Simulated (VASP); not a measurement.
# BiTe in VASP: single point with r2SCAN

Aim: the single point of BiTe with r2SCAN.

All numbers are computed with VASP 6.6.1; they aren't measurements. Logs are shortened: lines on timing, memory, paths and dates and some standing lists are left out, and cuts for length are marked.

## (1) The cell of the first run

The cell holds a slab with vacuum, 6 atoms: a = 4.573 Å, b = 4.573 Å, c = 24.334 Å, α = 90.00°, β = 90.00°, γ = 120.00°.

## (2) Single point, r2SCAN

POSCAR

```
BiTe
1.0
    4.5725400051      0.0000000000      0.0000000000
   -2.2862700025      3.9599358042      0.0000000000
    0.0000000000      0.0000000000     24.3336582008
Te Bi
3 3
Direct
    0.3333333333      0.6666666667      0.3082150632
    0.0000000000      0.0000000000      0.4616430126
    0.6666666667      0.3333333333      0.6150709621
    0.6666666667      0.3333333333      0.3849290379
    0.3333333333      0.6666666667      0.5383569874
    0.0000000000      0.0000000000      0.6917849368
```

INCAR.step1

```
  PREC = Accurate
  ENCUT = 520
  ISMEAR = 0
  SIGMA = 0.1
  LREAL = False
  LASPH = True
  NELM = 100
  LDIPOL = True
  IDIPOL = 3
  DIPOL = 0.5 0.5 0.500
  NBANDS = 40
  EFIELD = 0.3
  GGA = PE
  ALGO = Normal
  EDIFF = 1E-4
  LWAVE = True
  LCHARG = False
```

INCAR.step2

```
  PREC = Accurate
  ENCUT = 520
  EDIFF = 1E-7
  ISMEAR = 0
  SIGMA = 0.1
  LREAL = False
  LASPH = True
  NELM = 100
  ALGO = Normal
  ISIF = 2
  LWAVE = False
  LCHARG = False
  LDIPOL = True
  IDIPOL = 3
  DIPOL = 0.5 0.5 0.500
  METAGGA = R2SCAN
  LMIXTAU = True
  NBANDS = 40
  EFIELD = 0.3
  ISTART = 1
```

KPOINTS

```
regular mesh
0
Gamma
  9 9 1
```

Potentials or basis: VASP PAW PBE potentials, release 64 (Te, Bi_d).

Command:

```sh
> cat potpaw_PBE.64/Te/POTCAR potpaw_PBE.64/Bi_d/POTCAR > POTCAR
> cp INCAR.step1 INCAR
> mpirun -np 1 vasp_std > vasp.out
> cp INCAR.step2 INCAR
> mpirun -np 1 vasp_std > vasp.out
```

OUTCAR:

```text
PREC = Accurate
   ENCUT = 520
   EDIFF = 1E-7
   ISMEAR = 0
   LREAL = False
   LASPH = True
   NELM = 100
   ISIF = 2
   METAGGA = R2SCAN
   ISTART = 1

 ion  position               nearest neighbor table
   1  0.333  0.667  0.308-   4 3.23   4 3.23   4 3.23
   2  0.000  0.000  0.462-   4 3.23   4 3.23   4 3.23   5 3.23   5 3.23   5 3.23
   3  0.667  0.333  0.615-   5 3.23   6 3.23   5 3.23   6 3.23   6 3.23   5 3.23
   4  0.667  0.333  0.385-   1 3.23   2 3.23   1 3.23   2 3.23   2 3.23   1 3.23
   5  0.333  0.667  0.538-   3 3.23   3 3.23   3 3.23   2 3.23   2 3.23   2 3.23
   6  0.000  0.000  0.692-   3 3.23   3 3.23   3 3.23

  LATTYP: Found a hexagonal cell.
 ALAT       =     4.5725400051
 C/A-ratio  =     5.3216938887

  Lattice vectors:

 A1 = (   4.5725400051,   0.0000000000,   0.0000000000)
 A2 = (  -2.2862700025,   3.9599358042,   0.0000000000)
 A3 = (   0.0000000000,   0.0000000000,  24.3336582008)

Analysis of symmetry for initial positions (statically):
=====================================================================
 Subroutine PRICEL returns:
 Original cell was already a primitive cell.

 Routine SETGRP: Setting up the symmetry group for a
 hexagonal supercell.

 Subroutine GETGRP returns: Found  6 space group operations
 (whereof  6 operations were pure point group operations)
 out of a pool of 24 trial point group operations.

The static configuration has the point symmetry C_3v.

Analysis of symmetry for dynamics (positions and initial velocities):
=====================================================================
 An external electric field (EFIELD) may reduce the allowed symmetry operations
 Subroutine PRICEL returns:
 Original cell was already a primitive cell.

 Routine SETGRP: Setting up the symmetry group for a
 hexagonal supercell.

 Subroutine GETGRP returns: Found  6 space group operations
 (whereof  6 operations were pure point group operations)
 out of a pool of 24 trial point group operations.

The dynamic configuration has the point symmetry C_3v.

 Subroutine INISYM returns: Found  6 space group operations
 (whereof  6 operations are pure point group operations),
 and found     1 'primitive' translations

----------------------------------------------------------------------------------------

                                     Primitive cell

  volume of cell :     440.6087

  direct lattice vectors                    reciprocal lattice vectors
     4.572540005  0.000000000  0.000000000     0.218696829  0.126264673  0.000000000
    -2.286270002  3.959935804  0.000000000     0.000000000  0.252529346  0.000000000
     0.000000000  0.000000000 24.333658201     0.000000000  0.000000000  0.041095342

  length of vectors
     4.572540005  4.572540005 24.333658201     0.252529346  0.252529346  0.041095342

  position of ions in fractional coordinates (direct lattice)
     0.333333333  0.666666667  0.308215063
     0.000000000  0.000000000  0.461643013
     0.666666667  0.333333333  0.615070962
     0.666666667  0.333333333  0.384929038
     0.333333333  0.666666667  0.538356987
     0.000000000  0.000000000  0.691784937

  ion indices of the primitive-cell ions
   primitive index   ion index
                 1           1
                 2           2
                 3           3
                 4           4
                 5           5
                 6           6

----------------------------------------------------------------------------------------

 KPOINTS: regular mesh

Automatic generation of k-mesh.
 Grid dimensions read from file:
 generate k-points for:    9    9    1

 Generating k-lattice:

  Cartesian coordinates                     Fractional coordinates (reciprocal lattice)
     0.024299648  0.014029408  0.000000000     0.111111111  0.000000000  0.000000000
     0.000000000  0.028058816  0.000000000     0.000000000  0.111111111  0.000000000
     0.000000000  0.000000000  0.041095342     0.000000000  0.000000000  1.000000000

  Length of vectors
     0.028058816  0.028058816  0.041095342

  Shift w.r.t. Gamma in fractional coordinates (k-lattice)
     0.000000000  0.000000000  0.000000000

 Subroutine IBZKPT returns following result:
 ===========================================

 Found     12 irreducible k-points:

 Following reciprocal coordinates:
            Coordinates               Weight
  0.000000  0.000000  0.000000      1.000000
  0.111111  0.000000  0.000000      6.000000
  0.222222  0.000000  0.000000      6.000000
  0.333333  0.000000  0.000000      6.000000
  0.444444  0.000000  0.000000      6.000000
  0.111111  0.111111  0.000000      6.000000
  0.222222  0.111111  0.000000     12.000000
  0.333333  0.111111  0.000000     12.000000
  0.444444  0.111111  0.000000      6.000000
  0.222222  0.222222  0.000000      6.000000
  0.333333  0.222222  0.000000     12.000000
  0.333333  0.333333  0.000000      2.000000
   k-points           NKPTS =     12   k-points in BZ     NKDIM =     12   number of bands    NBANDS=     40
   number of dos      NEDOS =    301   number of ions     NIONS =      6
   total plane-waves  NPLWV = 248832
   dimension x,y,z NGX =    36 NGY =   36 NGZ =  192
   dimension x,y,z NGXF=    72 NGYF=   72 NGZF=  384
   ions per type =               3   3
   NGX,Y,Z   is equivalent  to a cutoff of  13.09, 13.09, 13.12 a.u.
   NGXF,Y,Z  is equivalent  to a cutoff of  26.18, 26.18, 26.23 a.u.
 SYSTEM =  unknown system
   PREC   = accura    normal or accurate (medium, high low for compatibility)
   ISTART =      1    job   : 0-new  1-cont  2-samecut
   ICHARG =      0    charge: 1-file 2-atom 10-const
   ISPIN  =      1    spin polarized calculation?
   LNONCOLLINEAR =      F non collinear calculations
   LSORBIT =      F    spin-orbit coupling
   LASPH  =      T    aspherical Exc in radial PAW
   ENCUT  =  520.0 eV  38.22 Ry    6.18 a.u.   8.50  8.50 45.24*2*pi/ulx,y,z
   NELM   =    100;   NELMIN=  2; NELMDL=  0     # of ELM steps
   EDIFF  = 0.1E-06   stopping-criterion for ELM
   LREAL  =      F    real-space projection
   EDIFFG = 0.1E-05   stopping-criterion for IOM
   NSW    =      0    number of steps for IOM
   IBRION =     -1    ionic relax: 0-MD 1-quasi-New 2-CG
   NFREE  =      0    steps in history (QN), initial steepest desc. (CG)
   ISIF   =      2    stress and relaxation
   ISYM   =      2    0-nonsym 1-usesym 2-fastsym
   POTIM  = 0.5000    time-step for ionic-motion
   TEBEG  =    0.0;   TEEND  =   0.0 temperature during run
   PSTRESS=    0.0 pullay stress
   NELECT =      63.0000    total number of electrons
   NUPDOWN=      -1.0000    fix difference up-down
   EMIN   =  10.00;   EMAX   =-10.00  energy-range for DOS
   EFERMI =   0.00;   METHOD = LEGACY
   ISMEAR =     0;   SIGMA  =   0.10  broadening in eV -4-tet -1-fermi 0-gaus
   EFERMI_NEDOS =   21; number of points for ismear=-14 and -15
   IALGO  =     38    algorithm
   IMIX   =      4    mixing-type and parameters
     AMIX     =   0.40;   BMIX     =  1.00
     AMIX_MAG =   1.60;   BMIX_MAG =  1.00
  volume/ion in A,a.u.               =      73.43       495.56
  Fermi-wavevector in a.u.,A,eV,Ry     =   0.856060  1.617718  9.970866  0.732838
  Thomas-Fermi vector in A             =   1.972904
   LORBIT       =      0    0 simple, 1 ext, 2 COOP (PROOUT), +10 PAW based schemes
   METAGGA = R2SCAN    functional components
   LHFCALC =     F    Hartree Fock is set to
   AEXX    =    0.0000 exact exchange contribution
   IVDW    =     0    specifies the selected vdW correction
   LEPSILON=     F    determine dielectric tensor
   LRPA    =     F    only Hartree local field effects (RPA)
 non-spin polarized calculation
 Gauss-broadening in eV      SIGMA  =   0.10
  energy-cutoff  :      520.00
  volume of cell :      440.61
 maximum number of plane-waves:     11965
 NGX is ok and might be reduce to    36
   NGX = 17   NGY = 17   NGZ = 91

 number of electron      62.9999987 magnetization

 dipolmoment           0.000000      0.000000      0.301348 electrons x Angstroem

 Free energy of the ion-electron system (eV)
  ---------------------------------------------------
  ext. energy  EPLUGINS =         0.00000000
  ---------------------------------------------------
  free energy    TOTEN  =      -250.92185322 eV

  energy without entropy =     -250.86924625  energy(sigma->0) =     -250.89554974

 E-fermi :   0.4976     XC(G=0):  -5.1985

 val. band max:        0.4797029418   @ k =   0.4444   0.0000   0.0000
 cond. band min:       0.5100577891   @ k =   0.1111   0.0000   0.0000
 fundamental gap:      0.0303548473
 Fermi energy:         0.4975992972

 k-point     1 :       0.0000    0.0000    0.0000
  band No.  band energies     occupation
      1     -23.6876      2.00000
      2     -23.6876      2.00000
      3     -23.6828      2.00000
      4     -23.6802      2.00000
      5     -23.6802      2.00000
      6     -23.5951      2.00000
[... 32 lines left out ...]
     39       2.3234      0.00000
     40       3.8535      0.00000

 k-point     2 :       0.1111    0.0000    0.0000
  band No.  band energies     occupation
      1     -23.6883      2.00000
      2     -23.6869      2.00000
      3     -23.6823      2.00000
      4     -23.6805      2.00000
      5     -23.6800      2.00000
      6     -23.5961      2.00000
[... 32 lines left out ...]
     39       2.5287      0.00000
     40       3.9599      0.00000

 k-point     3 :       0.2222    0.0000    0.0000
  band No.  band energies     occupation
      1     -23.6903      2.00000
      2     -23.6856      2.00000
      3     -23.6819      2.00000
      4     -23.6801      2.00000
      5     -23.6790      2.00000
      6     -23.5988      2.00000
[... 32 lines left out ...]
     39       3.2447      0.00000
     40       4.2164      0.00000

 k-point     4 :       0.3333    0.0000    0.0000
  band No.  band energies     occupation
      1     -23.6929      2.00000
      2     -23.6850      2.00000
      3     -23.6827      2.00000
      4     -23.6782      2.00000
      5     -23.6770      2.00000
      6     -23.6018      2.00000
[... 32 lines left out ...]
     39       3.8694      0.00000
     40       4.0836      0.00000
[... 256 lines left out ...]
     39       3.8954      0.00000
     40       4.8545      0.00000

 k-point    11 :       0.3333    0.2222    0.0000
  band No.  band energies     occupation
      1     -23.6921      2.00000
      2     -23.6874      2.00000
      3     -23.6809      2.00000
      4     -23.6781      2.00000
      5     -23.6764      2.00000
      6     -23.6017      2.00000
[... 32 lines left out ...]
     39       4.2440      0.00000
     40       4.7926      0.00000

 k-point    12 :       0.3333    0.3333    0.0000
  band No.  band energies     occupation
      1     -23.6901      2.00000
      2     -23.6895      2.00000
      3     -23.6787      2.00000
      4     -23.6785      2.00000
      5     -23.6778      2.00000
      6     -23.6000      2.00000
[... 32 lines left out ...]
     39       4.0005      0.00000
     40       5.9831      0.00000

------------------------ aborting loop because EDIFF is reached ----------------------------------------

 vacuum level on the upper side and lower side of the slab       (xc-potential included)        -2.130         2.072

  FORCE on cell =-STRESS in cart. coord.  units (eV):
  Direction    XX          YY          ZZ          XY          YZ          ZX
  --------------------------------------------------------------------------------------
  -------------------------------------------------------------------------------------
  Total       -4.0336289     -4.0336289     -1.7495189     -0.0000000     -0.0000000      0.0000000
  in kB      -14.6674111    -14.6674111     -6.3617436     -0.0000000     -0.0000000      0.0000000
  external PRESSURE =     -11.8988552 kB  Pullay stress =       0.0000000 kB

 VOLUME and BASIS-vectors are now :
 -----------------------------------------------------------------------------
  energy-cutoff  :      520.00
  volume of cell :      440.61
      direct lattice vectors                 reciprocal lattice vectors
     4.572540005  0.000000000  0.000000000     0.218696829  0.126264673  0.000000000
    -2.286270002  3.959935804  0.000000000     0.000000000  0.252529346  0.000000000
     0.000000000  0.000000000 24.333658201     0.000000000  0.000000000  0.041095342

 POSITION                                       TOTAL-FORCE (eV/Angst)
 -----------------------------------------------------------------------------------
     -0.00000      2.63996      7.50000        -0.000000     -0.000000      1.016586
      0.00000      0.00000     11.23346         0.000000      0.000000      0.158663
      2.28627      1.31998     14.96693         0.000000     -0.000000      0.032599
      2.28627      1.31998      9.36673        -0.000000      0.000000     -1.300008
     -0.00000      2.63996     13.10019        -0.000000      0.000000      0.229625
      0.00000      0.00000     16.83366         0.000000     -0.000000     -0.137466
 -----------------------------------------------------------------------------------
    total drift:                                0.000000      0.000000      0.006820

  FREE ENERGIE OF THE ION-ELECTRON SYSTEM (eV)
  ---------------------------------------------------
  free  energy   TOTEN  =      -250.9218532237 eV

  energy  without entropy=     -250.8692462491  energy(sigma->0) =     -250.89554974

 vacuum level on the upper side and lower side of the slab         3.084         7.226
```

Run time: 41 min. Hardware: 1 thread of Oxide Virtual Turin-like, shared host; peak memory 0.66 GiB.

Results:

| Property | Result |
| --- | --- |
| Free energy | -250.9219 eV |
| Largest force | 1.300 eV/Å |
| Band gap on the k mesh | zero (an odd number of electrons rules out a gap without spin polarisation) |

Forces on the atoms (eV/Å):
```
Te   0.000  0.000  1.017
Te   0.000  0.000  0.159
Te   0.000  0.000  0.033
Bi   0.000  0.000 -1.300
Bi   0.000  0.000  0.230
Bi   0.000  0.000 -0.137
```

Caveat: the PAW data sets were made with another functional, which shifts forces and pressure a little; spin-orbit coupling is left out, which moves the levels of the heavy elements; an odd number of electrons without spin polarisation forces a metal; a magnetic or distorted state may lie lower.

The gap in the log of VASP goes by the Fermi energy; the results here count the filled bands.